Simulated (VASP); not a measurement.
Runs of VASP 6.6.1 on AlAs. The structure is that of space group F-43m (No. 216), or close to it. The cells are those of the table. 

```csv
task,cell,cutoff (eV),gap on the mesh (eV),pressure (GPa)
electric field gradients,"a = 4.003 Å, angles 60.0°, 2 atoms",400,1.44,2.8
single point,"a = 4.029 Å, angles 60.0°, 2 atoms",500,1.47,1.3
electric field gradients,"a = 4.029 Å, angles 60.0°, 2 atoms",400,1.47,1.3
electric field gradients,"a = 4.081 Å, angles 60.0°, 2 atoms",400,1.53,-1.3
single point,"a = 4.003 Å, angles 60.0°, 2 atoms",500,1.44,2.8
single point,"a = 3.976 Å, angles 60.0°, 2 atoms",500,1.40,4.4
electric field gradients,"a = 3.976 Å, angles 60.0°, 2 atoms",400,1.40,4.4
single point,"a = 4.081 Å, angles 60.0°, 2 atoms",500,1.53,-1.3
electric field gradients,"a = 3.922 Å, angles 60.0°, 2 atoms",400,1.32,8.2
single point,"a = 3.922 Å, angles 60.0°, 2 atoms",500,1.32,(a)
```

Alike in all rows: level PBE; potentials or basis VASP PAW PBE potentials, release 64 (Al, As); no spin polarisation; k mesh 10 × 10 × 10; smearing fermi-dirac 0.05 eV.

Question: Fill in the values left out.

Answer: (a) 8.3.

Caveats: the cell stands under pressure (at least some runs).

A k mesh can miss the band edges, and the runs leave out spin-orbit coupling on As.
